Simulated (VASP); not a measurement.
RbBr:

```xyz
2
Lattice="0.0807 3.9502 3.9502 3.9502 0.0807 3.9502 3.9502 3.9502 0.0807" Properties=species:S:1:pos:R:3 pbc="T T T"
Rb    0.0182    0.0182    0.0182
Br    1.9771    1.9771    1.9771
```

This cell differs from its parent crystal: strain along [111] +3.1%.

Base run:

| Item | Value |
| --- | --- |
| Program | VASP 6.6.1 |
| Functional | PBE |
| Potentials or basis | VASP PAW PBE potentials, release 64 (Rb_sv, Br) |
| Cutoff | 520 eV |
| k mesh | 6 × 6 × 6 |
| Occupations | fermi-dirac, width 0.02 eV |
| Spin | no spin polarisation |

Its results: band gap on the k mesh 4.02 eV, indirect (least direct gap 4.09 eV); pressure -0.1 GPa; largest force 0.004 eV/Å.

The run is repeated on the same cell with these changes: functional from PBE to r2SCAN; occupations from fermi-dirac, width 0.02 eV to gaussian, width 0.01 eV. What comes out?

Band gap on the k mesh 4.60 eV, indirect (least direct gap 4.67 eV); pressure -0.2 GPa; largest force 0.004 eV/Å.

Caveats: the PAW data sets were made with another functional, which shifts forces and pressure a little (some runs).

A k mesh can miss the band edges.
